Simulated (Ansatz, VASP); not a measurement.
# Two plane-wave programs on Si5F

```
Si F
1.0
     4.66655    0.00000    0.00000
    -2.33327    4.04135    0.00000
     0.00000    0.00000    4.51006
Si F
5 1
Cartesian
  -0.8185 1.4176 0.0000
  1.5148 2.6237 0.0000
  1.6370 0.0000 0.0000
  2.3333 1.3471 2.2550
  0.0000 2.6942 2.2550
  0.0000 0.0000 2.2550
```

Change from the starting cell: species swapped into the MgCd5 type (P-62m, No. 189).

Alike in both runs: functional PBE; k mesh 12 × 12 × 8; occupations gaussian, width 0.1 eV; no spin polarisation.

Ansatz relaxed the structure, and its values are those at the end. VASP's run is a single point on that final structure, the one shown.

|  | VASP | Ansatz |
| --- | --- | --- |
| version | VASP 6.6.1 | Ansatz 0.2.0 |
| potentials or method | VASP PAW PBE potentials, release 64 (Si, F), cutoff 520 eV | scalar-relativistic, plane waves, PAW |
| valence electrons in the cell | 27 | 27 |

```tsv
	VASP	Ansatz	Ansatz less VASP
gap on the k mesh at the Fermi level (eV)	none	none	-
pressure (GPa)	-0.1	0.0	+0.10
```

A gap of «none» marks a metal or a gap that the smearing closes.
